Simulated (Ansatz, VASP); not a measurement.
**Ba3SbP in VASP and in Ansatz**

The input INCAR:

```
  PREC = Accurate
  ENCUT = 520
  EDIFF = 1E-7
  ISMEAR = 0
  SIGMA = 0.01
  LREAL = False
  LASPH = True
  NELM = 100
  ALGO = Normal
  ISIF = 2
  LWAVE = False
  LCHARG = False
  GGA = PS
  NBANDS = 28
```

The input KPOINTS:

```
regular mesh
0
Gamma
  2 2 2
```

Contents of POSCAR:

```
Ba3SbP
1.0
    6.1312500000     -0.0563700000     -0.0213600000
   -0.0563700000      6.0451400000      0.0685800000
   -0.0213600000      0.0685800000      6.0096700000
Ba Sb P
3 1 1
Direct
    0.9956960586      0.5032418305      0.4936924690
    0.5029600000      0.9957200000      0.5031200000
    0.4998000000      0.4980700000      0.0023200000
    0.0021300000      0.9998100000      0.9956200000
    0.4995700000      0.5018200000      0.4924200000
```

Input for Ansatz:

```yaml
crystal:
  lattice:
    - [6.13125, -0.05637, -0.02136]
    - [-0.05637, 6.04514, 0.06858]
    - [-0.02136, 0.06858, 6.00967]
  atoms:
    - { symbol: Ba, position: [0.9956960585561643, 0.5032418304948985, 0.4936924689833917] }
    - { symbol: Ba, position: [0.50296, 0.99572, 0.50312] }
    - { symbol: Ba, position: [0.4998, 0.49807, 0.00232] }
    - { symbol: Sb, position: [0.00213, 0.99981, 0.99562] }
    - { symbol: P, position: [0.49957, 0.50182, 0.49242] }
basis:
  ecutwfc: 540.0
  xc_grid: 2
kpoints:
  mp_grid:
    grid: [2, 2, 2]
hamiltonian:
  xc: pbesol
scf:
  convergence:
    dr2_threshold: 1.0e-09
  occupations:
    method: fixed
output:
  forces: true
  stress: true
```

Alike in both runs: task single point; functional PBEsol; k mesh 2 × 2 × 2; no spin polarisation.

|  | VASP | Ansatz |
| --- | --- | --- |
| version | VASP 6.6.1 | Ansatz 0.2.0 |
| potentials or method | VASP PAW PBE potentials, release 64 (Ba_sv, Sb, P), cutoff 520 eV | plane waves, PAW |
| occupations | gaussian, width 0.01 eV | fixed |
| valence electrons in the cell | 40 | 50 |

|  | VASP | Ansatz | Ansatz less VASP |
| --- | --- | --- | --- |
| pressure (GPa) | 0.3 | -0.3 | -0.54 |
| traceless stress, the component that is largest in VASP (GPa) | -0.81 | -0.78 | +0.031 |
| rms of the force components (eV/Å) | 0.115 | 0.103 | -0.0113 |

VASP's potentials were made for PBE, not for PBEsol. Atom by atom the forces differ by 0.024 eV/Å (rms over components). VASP's potentials hold 40 valence electrons a cell and Ansatz's 50, so a difference there can come from the potentials and not from the codes. Ansatz's warnings: stress scf threshold loose.

The k mesh is coarse, so the values compare programs but aren't converged. Spin-orbit coupling is off throughout.
